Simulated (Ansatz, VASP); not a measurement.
## Two plane-wave programs on AlGa2As3

```
Al Ga As
1.0
    -2.02969    2.02969    8.60749
     2.02969   -2.02969    8.60749
     2.02969    2.02969   -8.60749
Al Ga As
1 2 3
Direct
  0.50000 0.50000 0.00000
  0.83344 0.83344 0.00000
  0.16656 0.16656 0.00000
  0.58275 0.08275 0.50000
  0.25000 0.75000 0.50000
  0.91725 0.41725 0.50000
```

Alike in both runs: functional PBE; k mesh 10 × 10 × 10; occupations gaussian, width 0.02 eV; no spin polarisation.

Ansatz relaxed the structure, and its values are those at the end. VASP's run is a single point on that final structure, the one shown.

```csv
,VASP,Ansatz
version,VASP 6.6.1,Ansatz 0.2.0
potentials or method,"VASP PAW PBE potentials, release 64 (Al, Ga_d, As), cutoff 520 eV","scalar-relativistic, plane waves, PAW"
valence electrons in the cell,44,74
```

Ansatz gave:

* gap on the k mesh at the Fermi level (eV): 0.64
* least direct gap on the mesh (eV): 0.64
* pressure (GPa): 0.0

Problem. What did VASP give for the same quantities?

Solution. gap on the k mesh at the Fermi level (eV): 0.64; least direct gap on the mesh (eV): 0.64; pressure (GPa): 0.2.

VASP's potentials hold 44 valence electrons a cell and Ansatz's 74, so a difference there can come from the potentials and not from the codes.
